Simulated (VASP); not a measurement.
# BaCaF4 (R-3m) in VASP: single point with PBEsol

Aim: the single point of BaCaF4 with PBEsol.

Program: VASP 6.6.1. These are calculated values, not measurements. Logs are shortened: lines on timing, memory, paths and dates and some standing lists are left out, and cuts for length are marked.

## (1) The cell of the first run

Symmetry: R-3m, No. 166, trigonal system. Conventional cell: a = 4.119 Å, b = 4.119 Å, c = 19.911 Å, α = 90.00°, β = 90.00°, γ = 120.00°. Within 3.4 Å of Ba (site symmetry -3m) lie 8 F at 2.59 to 2.65 Å. Within 3.3 Å of F (site symmetry 3m) lie 3 Ca at 2.47 Å and 1 Ba at 2.65 Å and 6 F at 2.73 to 2.88 Å. F (site symmetry 3m) has 1 Ca at 2.30 Å and 3 Ba at 2.59 Å and 3 F at 2.88 Å within 3.0 Å. Within 3.0 Å of Ca (site symmetry -3m) lie 8 F at 2.30 to 2.47 Å.

## (2) Single point, PBEsol

Contents of INCAR:

```
SYSTEM = BaCaF4
PREC = Accurate ; ENCUT = 910
EDIFF = 1E-6 ; ISMEAR = -1
SIGMA = 0.02 ; LREAL = .FALSE.
LASPH = .TRUE. ; NELM = 120
ALGO = Normal ; ISIF = 2
LWAVE = .FALSE. ; LCHARG = .TRUE.
GGA = PS ; LELF = .TRUE.
LVHAR = .TRUE. ; NBANDS = 33
GGA_COMPAT = .FALSE.
```

Contents of KPOINTS:

```
Automatic mesh
0
G
  6 6 6
  0 0 0
```

Contents of POSCAR:

```
BaCaF4
1.0
    2.0593919097      1.1889904718      6.6371560797
   -2.0593919097      1.1889904718      6.6371560797
    0.0000000000     -2.3779809485      6.6371560788
Ba F Ca
1 4 1
Direct
    0.0000000000      0.0000000000      0.0000000000
    0.1330267990      0.1330267990      0.1330267990
    0.3844059532      0.3844059532      0.3844059532
    0.6155940468      0.6155940468      0.6155940468
    0.8669732010      0.8669732010      0.8669732010
    0.5000000000      0.5000000000      0.5000000000
```

Potentials or basis: VASP PAW PBE potentials, release 64 (Ba_sv, F_h, Ca_sv).

Command:

```
cat potpaw_PBE.64/Ba_sv/POTCAR potpaw_PBE.64/F_h/POTCAR potpaw_PBE.64/Ca_sv/POTCAR > POTCAR
mpirun -np 1 vasp_std > vasp.out
```

OUTCAR:

```text
SYSTEM = BaCaF4
   PREC = Accurate
   ENCUT = 910
   EDIFF = 1E-6
   ISMEAR = -1
   LREAL = .FALSE.
   LASPH = .TRUE.
   NELM = 120
   ISIF = 2
   GGA = PS

 ion  position               nearest neighbor table
   1  0.000  0.000  0.000-   4 2.59   4 2.59   3 2.59   3 2.59   4 2.59   3 2.59   5 2.65   2 2.65

   2  0.133  0.133  0.133-   1 2.65
   3  0.384  0.384  0.384-   6 2.30   1 2.59   1 2.59   1 2.59
   4  0.616  0.616  0.616-   6 2.30   1 2.59   1 2.59   1 2.59
   5  0.867  0.867  0.867-   1 2.65
   6  0.500  0.500  0.500-   3 2.30   4 2.30

  LATTYP: Found a trigonal (rhomboedric) cell.
 ALAT       =     7.0502932000
 COS(alpha) =     0.8293549702

  Lattice vectors:

 A1 = (   2.0593919097,   1.1889904718,   6.6371560797)
 A2 = (  -2.0593919097,   1.1889904718,   6.6371560797)
 A3 = (   0.0000000000,  -2.3779809485,   6.6371560788)

Analysis of symmetry for initial positions (statically):
=====================================================================
 Subroutine PRICEL returns:
 Original cell was already a primitive cell.

 Routine SETGRP: Setting up the symmetry group for a
 trigonal (rhombohedral) supercell.

 Subroutine GETGRP returns: Found 12 space group operations
 (whereof 12 operations were pure point group operations)
 out of a pool of 12 trial point group operations.

The static configuration has the point symmetry D_3d.

Analysis of symmetry for dynamics (positions and initial velocities):
=====================================================================
 Subroutine PRICEL returns:
 Original cell was already a primitive cell.

 Routine SETGRP: Setting up the symmetry group for a
 trigonal (rhombohedral) supercell.

 Subroutine GETGRP returns: Found 12 space group operations
 (whereof 12 operations were pure point group operations)
 out of a pool of 12 trial point group operations.

The dynamic configuration has the point symmetry D_3d.

 Subroutine INISYM returns: Found 12 space group operations
 (whereof 12 operations are pure point group operations),
 and found     1 'primitive' translations

----------------------------------------------------------------------------------------

                                     Primitive cell

  volume of cell :      97.5103

  direct lattice vectors                    reciprocal lattice vectors
     2.059391910  1.188990472  6.637156080     0.242790116  0.140174939  0.050222314
    -2.059391910  1.188990472  6.637156080    -0.242790116  0.140174939  0.050222314
     0.000000000 -2.377980948  6.637156079     0.000000000 -0.280349877  0.050222313

  length of vectors
     7.050293200  7.050293200  7.050293200     0.284812806  0.284812806  0.284812806

  position of ions in fractional coordinates (direct lattice)
     0.000000000  0.000000000  0.000000000
     0.133026799  0.133026799  0.133026799
     0.384405953  0.384405953  0.384405953
     0.615594047  0.615594047  0.615594047
     0.866973201  0.866973201  0.866973201
     0.500000000  0.500000000  0.500000000

  ion indices of the primitive-cell ions
   primitive index   ion index
                 1           1
                 2           2
                 3           3
                 4           4
                 5           5
                 6           6

----------------------------------------------------------------------------------------

 KPOINTS: Automatic mesh

Automatic generation of k-mesh.
 Grid dimensions read from file:
 generate k-points for:    6    6    6

 Generating k-lattice:

  Cartesian coordinates                     Fractional coordinates (reciprocal lattice)
     0.040465019  0.023362490  0.008370386     0.166666667  0.000000000  0.000000000
    -0.040465019  0.023362490  0.008370386     0.000000000  0.166666667  0.000000000
     0.000000000 -0.046724980  0.008370386     0.000000000  0.000000000  0.166666667

  Length of vectors
     0.047468801  0.047468801  0.047468801

  Shift w.r.t. Gamma in fractional coordinates (k-lattice)
     0.000000000  0.000000000  0.000000000

 Subroutine IBZKPT returns following result:
 ===========================================

 Found     32 irreducible k-points:

 Following reciprocal coordinates:
            Coordinates               Weight
  0.000000  0.000000  0.000000      1.000000
  0.166667  0.000000  0.000000      6.000000
  0.333333  0.000000  0.000000      6.000000
  0.500000  0.000000  0.000000      3.000000
  0.166667  0.166667  0.000000      6.000000
  0.333333  0.166667  0.000000     12.000000
[... 16 lines left out ...]
  0.500000  0.500000  0.166667      6.000000
 -0.333333  0.500000  0.166667     12.000000
 [... further k-points ...]
   k-points           NKPTS =     32   k-points in BZ     NKDIM =     32   number of bands    NBANDS=     33
   number of dos      NEDOS =    301   number of ions     NIONS =      6
   total plane-waves  NPLWV = 343000
   dimension x,y,z NGX =    70 NGY =   70 NGZ =   70
   dimension x,y,z NGXF=   140 NGYF=  140 NGZF=  140
   ions per type =               1   4   1
   NGX,Y,Z   is equivalent  to a cutoff of  16.51, 16.51, 16.51 a.u.
   NGXF,Y,Z  is equivalent  to a cutoff of  33.01, 33.01, 33.01 a.u.
 SYSTEM =  BaCaF4
   PREC   = accura    normal or accurate (medium, high low for compatibility)
   ISTART =      0    job   : 0-new  1-cont  2-samecut
   ICHARG =      2    charge: 1-file 2-atom 10-const
   ISPIN  =      1    spin polarized calculation?
   LNONCOLLINEAR =      F non collinear calculations
   LSORBIT =      F    spin-orbit coupling
   LASPH  =      T    aspherical Exc in radial PAW
   ENCUT  =  910.0 eV  66.88 Ry    8.18 a.u.  17.34 17.34 17.34*2*pi/ulx,y,z
   NELM   =    120;   NELMIN=  2; NELMDL= -5     # of ELM steps
   EDIFF  = 0.1E-05   stopping-criterion for ELM
   LREAL  =      F    real-space projection
   EDIFFG = 0.1E-04   stopping-criterion for IOM
   NSW    =      0    number of steps for IOM
   IBRION =     -1    ionic relax: 0-MD 1-quasi-New 2-CG
   NFREE  =      0    steps in history (QN), initial steepest desc. (CG)
   ISIF   =      2    stress and relaxation
   ISYM   =      2    0-nonsym 1-usesym 2-fastsym
   POTIM  = 0.5000    time-step for ionic-motion
   TEBEG  =    0.0;   TEEND  =   0.0 temperature during run
   PSTRESS=    0.0 pullay stress
   NELECT =      48.0000    total number of electrons
   NUPDOWN=      -1.0000    fix difference up-down
   EMIN   =  10.00;   EMAX   =-10.00  energy-range for DOS
   EFERMI =   0.00;   METHOD = LEGACY
   ISMEAR =    -1;   SIGMA  =   0.02  broadening in eV -4-tet -1-fermi 0-gaus
   EFERMI_NEDOS =   21; number of points for ismear=-14 and -15
   IALGO  =     38    algorithm
   IMIX   =      4    mixing-type and parameters
     AMIX     =   0.40;   BMIX     =  1.00
     AMIX_MAG =   1.60;   BMIX_MAG =  1.00
  volume/ion in A,a.u.               =      16.25       109.67
  Fermi-wavevector in a.u.,A,eV,Ry     =   1.292622  2.442702 22.733604  1.670873
  Thomas-Fermi vector in A             =   2.424319
   LORBIT       =      0    0 simple, 1 ext, 2 COOP (PROOUT), +10 PAW based schemes
   GGA     = PS    functional components
   LHFCALC =     F    Hartree Fock is set to
   AEXX    =    0.0000 exact exchange contribution
   IVDW    =     0    specifies the selected vdW correction
   LEPSILON=     F    determine dielectric tensor
   LRPA    =     F    only Hartree local field effects (RPA)
 non-spin polarized calculation
  energy-cutoff  :      910.00
  volume of cell :       97.51
 maximum number of plane-waves:      6111
 NGX is ok and might be reduce to    70
   NGX = 35   NGY = 35   NGZ = 35

 number of electron      48.0000001 magnetization

 Free energy of the ion-electron system (eV)
  ---------------------------------------------------
  ext. energy  EPLUGINS =         0.00000000
  ---------------------------------------------------
  free energy    TOTEN  =       -35.20753639 eV

  energy without entropy =      -35.20753639  energy(sigma->0) =      -35.20753639

 E-fermi :  -0.3463     XC(G=0):  -9.4765

 val. band max:       -0.8345422875   @ k =   0.5000   0.5000   0.0000
 cond. band min:       5.6388856303   @ k =   0.0000   0.0000   0.0000
 fundamental gap:      6.4734279177
 Fermi energy:        -0.3462714463

 k-point     1 :       0.0000    0.0000    0.0000
  band No.  band energies     occupation
      1     -37.0752      2.00000
      2     -24.3540      2.00000
      3     -21.1738      2.00000
      4     -20.6323      2.00000
      5     -20.1239      2.00000
      6     -19.7590      2.00000
[... 25 lines left out ...]
     32       9.5733      0.00000
     33       9.5740      0.00000

 k-point     2 :       0.1667    0.0000    0.0000
  band No.  band energies     occupation
      1     -37.0729      2.00000
      2     -24.2807      2.00000
      3     -21.1627      2.00000
      4     -20.7389      2.00000
      5     -20.1909      2.00000
      6     -19.7868      2.00000
[... 25 lines left out ...]
     32       9.5038      0.00000
     33       9.6718      0.00000

 k-point     3 :       0.3333    0.0000    0.0000
  band No.  band energies     occupation
      1     -37.0681      2.00000
      2     -24.1202      2.00000
      3     -21.1387      2.00000
      4     -20.9668      2.00000
      5     -20.2966      2.00000
      6     -19.8598      2.00000
[... 25 lines left out ...]
     32       9.3004      0.00000
     33       9.3662      0.00000

 k-point     4 :       0.5000    0.0000    0.0000
  band No.  band energies     occupation
      1     -37.0658      2.00000
      2     -24.0311      2.00000
      3     -21.1177      2.00000
      4     -21.0979      2.00000
      5     -20.3388      2.00000
      6     -19.9030      2.00000
[... 673 lines left out ...]
     32       9.5545      0.00000
     33       9.7101      0.00000

 k-point    23 :       0.5000    0.5000    0.1667
  band No.  band energies     occupation
      1     -37.0681      2.00000
      2     -24.1208      2.00000
      3     -21.1678      2.00000
      4     -20.9269      2.00000
      5     -20.3282      2.00000
      6     -19.8262      2.00000
[... 25 lines left out ...]
     32       9.3600      0.00000
     33       9.5411      0.00000

 k-point    24 :      -0.3333    0.5000    0.1667
  band No.  band energies     occupation
      1     -37.0658      2.00000
      2     -24.0306      2.00000
      3     -21.2248      2.00000
      4     -20.9802      2.00000
      5     -20.3264      2.00000
      6     -19.9361      2.00000
[... 25 lines left out ...]
     32       9.6404      0.00000
     33       9.9535      0.00000

 [... further k-points ...]

------------------------ aborting loop because EDIFF is reached ----------------------------------------

  FORCE on cell =-STRESS in cart. coord.  units (eV):
  Direction    XX          YY          ZZ          XY          YZ          ZX
  --------------------------------------------------------------------------------------
  -------------------------------------------------------------------------------------
  Total        0.3785611      0.3785611      0.4433558      0.0000000     -0.0000000      0.0000000
  in kB        6.2200789      6.2200789      7.2847103      0.0000000     -0.0000000      0.0000000
  external PRESSURE =       6.5749560 kB  Pullay stress =       0.0000000 kB

 VOLUME and BASIS-vectors are now :
 -----------------------------------------------------------------------------
  energy-cutoff  :      910.00
  volume of cell :       97.51
      direct lattice vectors                 reciprocal lattice vectors
     2.059391910  1.188990472  6.637156080     0.242790116  0.140174939  0.050222314
    -2.059391910  1.188990472  6.637156080    -0.242790116  0.140174939  0.050222314
     0.000000000 -2.377980948  6.637156079     0.000000000 -0.280349877  0.050222313

 POSITION                                       TOTAL-FORCE (eV/Angst)
 -----------------------------------------------------------------------------------
      0.00000      0.00000      0.00000         0.000000      0.000000     -0.000000
      0.00000     -0.00000      2.64876         0.000000     -0.000000      0.068928
      0.00000     -0.00000      7.65409         0.000000     -0.000000      0.073747
      0.00000     -0.00000     12.25738         0.000000      0.000000     -0.073747
      0.00000     -0.00000     17.26271         0.000000      0.000000     -0.068928
      0.00000     -0.00000      9.95573        -0.000000      0.000000     -0.000000
 -----------------------------------------------------------------------------------
    total drift:                                0.000000      0.000000     -0.000000

  FREE ENERGIE OF THE ION-ELECTRON SYSTEM (eV)
  ---------------------------------------------------
  free  energy   TOTEN  =       -35.2075363910 eV

  energy  without entropy=      -35.2075363910  energy(sigma->0) =      -35.20753639
```

Run time: 6.6 min. Hardware: 1 thread of Intel Xeon 6975P-C (Granite Rapids), shared host; peak memory 0.83 GiB.

What came out:

| Quantity | Value |
| --- | --- |
| Free energy | -35.2075 eV |
| Pressure | 0.7 GPa |
| Largest force | 0.074 eV/Å |
| Band gap on the k mesh | 6.47 eV (least direct gap 6.69 eV) |

Forces on the atoms (eV/Å):
```
Ba   0.000  0.000  0.000
F    0.000  0.000  0.069
F    0.000  0.000  0.074
F    0.000  0.000 -0.074
F    0.000  0.000 -0.069
Ca   0.000  0.000  0.000
```

Caveat: the PAW data sets were made with another functional, which shifts forces and pressure a little; spin-orbit coupling is left out, which moves the levels of the heavy elements. A k mesh can miss the band edges.
